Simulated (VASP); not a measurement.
# Fe (P6_3/mmc) in VASP: further runs

Fe is run at these levels: PBEsol; tasks: single point.

Program: VASP 6.6.1. These are calculated values, not measurements. Logs are shortened: lines on timing, memory, paths and dates and some standing lists are left out, and cuts for length are marked.

### 1 The cell of the first run

The structure is hexagonal, space group P6_3/mmc (No. 194). The conventional cell has a = 2.329 Å, b = 2.329 Å, c = 3.683 Å, α = 90.00°, β = 90.00°, γ = 120.00°. Fe (site symmetry -6m2) has 12 Fe at 2.28 to 2.33 Å within 3.0 Å.

### 2 Single point, PBEsol (volume scaled by 0.88)

The input, INCAR:

```
SYSTEM = Fe
PREC = Accurate
ENCUT = 520
EDIFF = 1E-7
ISMEAR = -1
SIGMA = 0.1
LREAL = .False.
LASPH = .True.
NELM = 80
ALGO = Normal
ISIF = 2
LWAVE = .False.
LCHARG = .False.
GGA = PS
NBANDS = 15
```

The input, KPOINTS:

```
regular mesh
0
Gamma
  17 17 9
  0 0 0
```

The input, POSCAR:

```
Fe
1.0
    2.3286186069      0.0000000000      0.0000000000
   -1.1643093035      2.0166428693      0.0000000000
    0.0000000000      0.0000000000      3.6825309872
Fe
2
Direct
    0.3333333333      0.6666666667      0.2500000000
    0.6666666667      0.3333333333      0.7500000000
```

Potentials or basis: VASP PAW PBE potentials, release 64 (Fe).

On the command line:

```bash
$ cat potpaw_PBE.64/Fe/POTCAR > POTCAR
$ mpirun -np 1 vasp_std > vasp.out
```

OUTCAR:

```text
SYSTEM = Fe
   PREC = Accurate
   ENCUT = 520
   EDIFF = 1E-7
   ISMEAR = -1
   LREAL = .False.
   LASPH = .True.
   NELM = 80
   ISIF = 2
   GGA = PS

 ion  position               nearest neighbor table
   1  0.333  0.667  0.250-   2 2.28   2 2.28   2 2.28   2 2.28   2 2.28   2 2.28
   2  0.667  0.333  0.750-   1 2.28   1 2.28   1 2.28   1 2.28   1 2.28   1 2.28

  LATTYP: Found a hexagonal cell.
 ALAT       =     2.3286186069
 C/A-ratio  =     1.5814229845

  Lattice vectors:

 A1 = (   2.3286186069,   0.0000000000,   0.0000000000)
 A2 = (  -1.1643093035,   2.0166428693,   0.0000000000)
 A3 = (   0.0000000000,   0.0000000000,   3.6825309872)

Analysis of symmetry for initial positions (statically):
=====================================================================
 Subroutine PRICEL returns:
 Original cell was already a primitive cell.

 Routine SETGRP: Setting up the symmetry group for a
 hexagonal supercell.

 Subroutine GETGRP returns: Found 24 space group operations
 (whereof 12 operations were pure point group operations)
 out of a pool of 24 trial point group operations.

The static configuration has the point symmetry D_3d.
 The point group associated with its full space group is D_6h.

Analysis of symmetry for dynamics (positions and initial velocities):
=====================================================================
 Subroutine PRICEL returns:
 Original cell was already a primitive cell.

 Routine SETGRP: Setting up the symmetry group for a
 hexagonal supercell.

 Subroutine GETGRP returns: Found 24 space group operations
 (whereof 12 operations were pure point group operations)
 out of a pool of 24 trial point group operations.

The dynamic configuration has the point symmetry D_3d.
 The point group associated with its full space group is D_6h.

 Subroutine INISYM returns: Found 24 space group operations
 (whereof 12 operations are pure point group operations),
 and found     1 'primitive' translations

----------------------------------------------------------------------------------------

                                     Primitive cell

  volume of cell :      17.2931

  direct lattice vectors                    reciprocal lattice vectors
     2.328618607  0.000000000  0.000000000     0.429439152  0.247936810  0.000000000
    -1.164309304  2.016642869  0.000000000     0.000000000  0.495873620  0.000000000
     0.000000000  0.000000000  3.682530987     0.000000000  0.000000000  0.271552365

  length of vectors
     2.328618607  2.328618607  3.682530987     0.495873620  0.495873620  0.271552365

  position of ions in fractional coordinates (direct lattice)
     0.333333333  0.666666667  0.250000000
     0.666666667  0.333333333  0.750000000

  ion indices of the primitive-cell ions
   primitive index   ion index
                 1           1
                 2           2

----------------------------------------------------------------------------------------

 KPOINTS: regular mesh

Automatic generation of k-mesh.
 Grid dimensions read from file:
 generate k-points for:   17   17    9

 Generating k-lattice:

  Cartesian coordinates                     Fractional coordinates (reciprocal lattice)
     0.025261127  0.014584518  0.000000000     0.058823529  0.000000000  0.000000000
     0.000000000  0.029169036  0.000000000     0.000000000  0.058823529  0.000000000
     0.000000000  0.000000000  0.030172485     0.000000000  0.000000000  0.111111111

  Length of vectors
     0.029169036  0.029169036  0.030172485

  Shift w.r.t. Gamma in fractional coordinates (k-lattice)
     0.000000000  0.000000000  0.000000000

 Subroutine IBZKPT returns following result:
 ===========================================

 Found    165 irreducible k-points:

 Following reciprocal coordinates:
            Coordinates               Weight
  0.000000  0.000000  0.000000      1.000000
  0.058824  0.000000  0.000000      6.000000
  0.117647  0.000000  0.000000      6.000000
  0.176471 -0.000000  0.000000      6.000000
  0.235294  0.000000  0.000000      6.000000
  0.294118 -0.000000  0.000000      6.000000
[... 16 lines left out ...]
  0.411765  0.117647  0.000000     12.000000
  0.176471  0.176471  0.000000      6.000000
 [... further k-points ...]
   k-points           NKPTS =    165   k-points in BZ     NKDIM =    165   number of bands    NBANDS=     15
   number of dos      NEDOS =    301   number of ions     NIONS =      2
   total plane-waves  NPLWV =   9072
   dimension x,y,z NGX =    18 NGY =   18 NGZ =   28
   dimension x,y,z NGXF=    36 NGYF=   36 NGZF=   56
   ions per type =               2
   NGX,Y,Z   is equivalent  to a cutoff of  12.85, 12.85, 12.64 a.u.
   NGXF,Y,Z  is equivalent  to a cutoff of  25.70, 25.70, 25.28 a.u.
 SYSTEM =  Fe
   PREC   = accura    normal or accurate (medium, high low for compatibility)
   ISTART =      0    job   : 0-new  1-cont  2-samecut
   ICHARG =      2    charge: 1-file 2-atom 10-const
   ISPIN  =      1    spin polarized calculation?
   LNONCOLLINEAR =      F non collinear calculations
   LSORBIT =      F    spin-orbit coupling
   LASPH  =      T    aspherical Exc in radial PAW
   ENCUT  =  520.0 eV  38.22 Ry    6.18 a.u.   4.33  4.33  6.85*2*pi/ulx,y,z
   NELM   =     80;   NELMIN=  2; NELMDL= -5     # of ELM steps
   EDIFF  = 0.1E-06   stopping-criterion for ELM
   LREAL  =      F    real-space projection
   EDIFFG = 0.1E-05   stopping-criterion for IOM
   NSW    =      0    number of steps for IOM
   IBRION =     -1    ionic relax: 0-MD 1-quasi-New 2-CG
   NFREE  =      0    steps in history (QN), initial steepest desc. (CG)
   ISIF   =      2    stress and relaxation
   ISYM   =      2    0-nonsym 1-usesym 2-fastsym
   POTIM  = 0.5000    time-step for ionic-motion
   TEBEG  =    0.0;   TEEND  =   0.0 temperature during run
   PSTRESS=    0.0 pullay stress
   NELECT =      16.0000    total number of electrons
   NUPDOWN=      -1.0000    fix difference up-down
   EMIN   =  10.00;   EMAX   =-10.00  energy-range for DOS
   EFERMI =   0.00;   METHOD = LEGACY
   ISMEAR =    -1;   SIGMA  =   0.10  broadening in eV -4-tet -1-fermi 0-gaus
   EFERMI_NEDOS =   21; number of points for ismear=-14 and -15
   IALGO  =     38    algorithm
   IMIX   =      4    mixing-type and parameters
     AMIX     =   0.40;   BMIX     =  1.00
     AMIX_MAG =   1.60;   BMIX_MAG =  1.00
  volume/ion in A,a.u.               =       8.65        58.35
  Fermi-wavevector in a.u.,A,eV,Ry     =   1.595231  3.014549 34.623586  2.544762
  Thomas-Fermi vector in A             =   2.693182
   LORBIT       =      0    0 simple, 1 ext, 2 COOP (PROOUT), +10 PAW based schemes
   GGA     = PS    functional components
   LHFCALC =     F    Hartree Fock is set to
   AEXX    =    0.0000 exact exchange contribution
   IVDW    =     0    specifies the selected vdW correction
   LEPSILON=     F    determine dielectric tensor
   LRPA    =     F    only Hartree local field effects (RPA)
 non-spin polarized calculation
  energy-cutoff  :      520.00
  volume of cell :       17.29
 maximum number of plane-waves:       494
 NGX is ok and might be reduce to    18
   NGX =  9   NGY =  9   NGZ = 13

 number of electron      16.0000003 magnetization

 Free energy of the ion-electron system (eV)
  ---------------------------------------------------
  ext. energy  EPLUGINS =         0.00000000
  ---------------------------------------------------
  free energy    TOTEN  =       -17.55940979 eV

  energy without entropy =      -17.49197528  energy(sigma->0) =      -17.52569253

 E-fermi :   8.7775     XC(G=0): -14.9398

 val. band max:        8.7729096347   @ k =   0.1176   0.0588   0.3333
 cond. band min:       8.7793059578   @ k =   0.2941  -0.0000   0.0000
 fundamental gap:      0.0063963232
 Fermi energy:         8.7775091395

 k-point     1 :       0.0000    0.0000    0.0000
  band No.  band energies     occupation
      1      -1.1501      2.00000
      2       2.7228      2.00000
      3       6.6525      2.00000
      4       6.6525      2.00000
      5       6.8245      2.00000
      6       7.2594      2.00000
      7       7.2594      2.00000
      8       7.7051      1.99996
      9       7.7051      1.99996
     10       9.3931      0.00423
     11       9.6849      0.00023
     12       9.6849      0.00023
     13      19.3519      0.00000
     14      31.9783      0.00000
     15      36.2194      0.00000

 k-point     2 :       0.0588    0.0000    0.0000
  band No.  band energies     occupation
      1      -1.0020      2.00000
      2       2.8232      2.00000
      3       6.4182      2.00000
      4       6.7448      2.00000
      5       7.0208      2.00000
      6       7.2120      2.00000
      7       7.3404      2.00000
      8       7.5881      1.99999
      9       7.6393      1.99998
     10       8.4125      1.94932
     11       9.7179      0.00016
     12      10.8514      0.00000
     13      19.3512      0.00000
     14      31.6384      0.00000
     15      35.1454      0.00000

 k-point     3 :       0.1176    0.0000    0.0000
  band No.  band energies     occupation
      1      -0.5686      2.00000
      2       3.0989      2.00000
      3       6.0650      2.00000
      4       6.9716      2.00000
      5       7.0145      2.00000
      6       7.0518      2.00000
      7       7.3279      2.00000
      8       7.4635      2.00000
      9       7.5761      1.99999
     10       7.8332      1.99984
     11       9.8000      0.00007
     12      12.2596      0.00000
     13      19.3531      0.00000
     14      30.2493      0.00000
     15      33.7660      0.00000

 k-point     4 :       0.1765   -0.0000    0.0000
  band No.  band energies     occupation
      1       0.1137      2.00000
      2       3.4613      2.00000
      3       5.7001      2.00000
      4       6.0768      2.00000
      5       6.8853      2.00000
      6       7.2233      2.00000
      7       7.4392      2.00000
      8       7.6036      1.99998
      9       7.6826      1.99996
     10       7.9444      1.99952
     11       9.8993      0.00003
     12      13.7549      0.00000
     13      19.3650      0.00000
     14      27.9208      0.00000
     15      32.4416      0.00000
[... 307 lines left out ...]
 k-point    22 :       0.3529    0.1176    0.0000
  band No.  band energies     occupation
      1       3.3450      2.00000
      2       3.6766      2.00000
      3       3.7364      2.00000
      4       5.5965      2.00000
      5       6.2142      2.00000
      6       6.9060      2.00000
      7       7.3291      2.00000
      8       9.3698      0.00534
      9       9.7877      0.00008
     10      10.0518      0.00001
     11      11.3577      0.00000
     12      17.0021      0.00000
     13      20.6608      0.00000
     14      22.1295      0.00000
     15      24.2336      0.00000

 k-point    23 :       0.4118    0.1176    0.0000
  band No.  band energies     occupation
      1       3.3494      2.00000
      2       3.5783      2.00000
      3       3.6997      2.00000
      4       5.8969      2.00000
      5       6.1926      2.00000
      6       6.7897      2.00000
      7       7.4674      2.00000
      8       9.7574      0.00011
      9       9.9114      0.00002
     10      10.0614      0.00001
     11      12.3927      0.00000
     12      15.3760      0.00000
     13      22.0140      0.00000
     14      22.7445      0.00000
     15      23.6739      0.00000

 k-point    24 :       0.1765    0.1765    0.0000
  band No.  band energies     occupation
      1       2.1996      2.00000
      2       4.2247      2.00000
      3       4.5887      2.00000
      4       4.7731      2.00000
      5       6.3620      2.00000
      6       6.8666      2.00000
      7       7.3855      2.00000
      8       8.1686      1.99547
      9       8.9161      0.40013
     10       9.6058      0.00051
     11       9.9632      0.00001
     12      17.3344      0.00000
     13      19.5968      0.00000
     14      23.9789      0.00000
     15      25.0595      0.00000

 [... further k-points ...]

------------------------ aborting loop because EDIFF is reached ----------------------------------------

  FORCE on cell =-STRESS in cart. coord.  units (eV):
  Direction    XX          YY          ZZ          XY          YZ          ZX
  --------------------------------------------------------------------------------------
  -------------------------------------------------------------------------------------
  Total        5.8176833      5.8176833      6.0213763     -0.0000000      0.0000000      0.0000000
  in kB      538.9976711    538.9976711    557.8694561     -0.0000000      0.0000000      0.0000000
  external PRESSURE =     545.2882661 kB  Pullay stress =       0.0000000 kB

 VOLUME and BASIS-vectors are now :
 -----------------------------------------------------------------------------
  energy-cutoff  :      520.00
  volume of cell :       17.29
      direct lattice vectors                 reciprocal lattice vectors
     2.328618607  0.000000000  0.000000000     0.429439152  0.247936810  0.000000000
    -1.164309304  2.016642869  0.000000000     0.000000000  0.495873620  0.000000000
     0.000000000  0.000000000  3.682530987     0.000000000  0.000000000  0.271552365

 POSITION                                       TOTAL-FORCE (eV/Angst)
 -----------------------------------------------------------------------------------
     -0.00000      1.34443      0.92063         0.000000      0.000000      0.000000
      1.16431      0.67221      2.76190        -0.000000      0.000000      0.000000
 -----------------------------------------------------------------------------------
    total drift:                                0.000000     -0.000000     -0.000000

  FREE ENERGIE OF THE ION-ELECTRON SYSTEM (eV)
  ---------------------------------------------------
  free  energy   TOTEN  =       -17.5594097927 eV

  energy  without entropy=      -17.4919752767  energy(sigma->0) =      -17.52569253
```

Wall time 70 s (1 thread of AMD EPYC 7R13, shared host); peak memory 0.12 GiB.

What came out:

```
Free energy            : -17.5594 eV
Pressure               : 54.5 GPa
Band gap on the k mesh : zero (band 8 reaches 9.91 eV, above the bottom of band 9 at 7.51 eV)
```

Caveat: the PAW data sets were made with another functional, which shifts forces and pressure a little; the run has no spin polarisation, though such a crystal can be magnetic. Spin polarisation is off, so any magnetic state and its effect on volume and gap are missing.

### 3 Single point, PBEsol (volume scaled by 0.96)

The input, INCAR:

```
PREC = Accurate
ENCUT = 520
EDIFF = 1E-7
ISMEAR = -1
SIGMA = 0.1
LREAL = False
LASPH = True
NELM = 100
ALGO = Normal
ISIF = 2
LWAVE = False
LCHARG = False
GGA = PS
NBANDS = 15
```

The input, KPOINTS:

```
regular mesh
0
Gamma
  17 17 9
```

The input, POSCAR:

```
Fe
1.0
    2.3971463558      0.0000000000      0.0000000000
   -1.1985731779      2.0759896407      0.0000000000
    0.0000000000      0.0000000000      3.7909023444
Fe
2
Direct
    0.3333333333      0.6666666667      0.2500000000
    0.6666666667      0.3333333333      0.7500000000
```

Potentials or basis: VASP PAW PBE potentials, release 64 (Fe).

On the command line:

```bash
$ cat potpaw_PBE.64/Fe/POTCAR > POTCAR
$ mpirun -np 1 vasp_std > vasp.out
```

Run time: 94 s. Hardware: 1 thread of AMD EPYC 7R13, shared host; peak memory 0.13 GiB.

It converged, with:

| Item | Value |
| --- | --- |
| Free energy | -17.8793 eV |
| Pressure | 13.9 GPa |
| Band gap on the k mesh | zero (band 8 reaches 8.66 eV, above the bottom of band 9 at 6.55 eV) |

Stress tensor (GPa, compression positive):
```
13.71  0.00  0.00
 0.00 13.71  0.00
 0.00  0.00 14.20
```

Levels at points of the mesh, in eV from the Fermi level:
| k point | band 5 | band 6 | band 7 | band 8 | band 9 | band 10 | band 11 | band 12 |
| --- | --- | --- | --- | --- | --- | --- | --- | --- |
| (0.00, 0.00, 0.00) | -1.71 | -1.33 | -1.33 | -0.94 | -0.94 | 0.54 | 0.80 | 0.80 |

Caveat: the PAW data sets were made with another functional, which shifts forces and pressure a little; the run has no spin polarisation, though such a crystal can be magnetic.

(Part 1 of 2 ends here.)
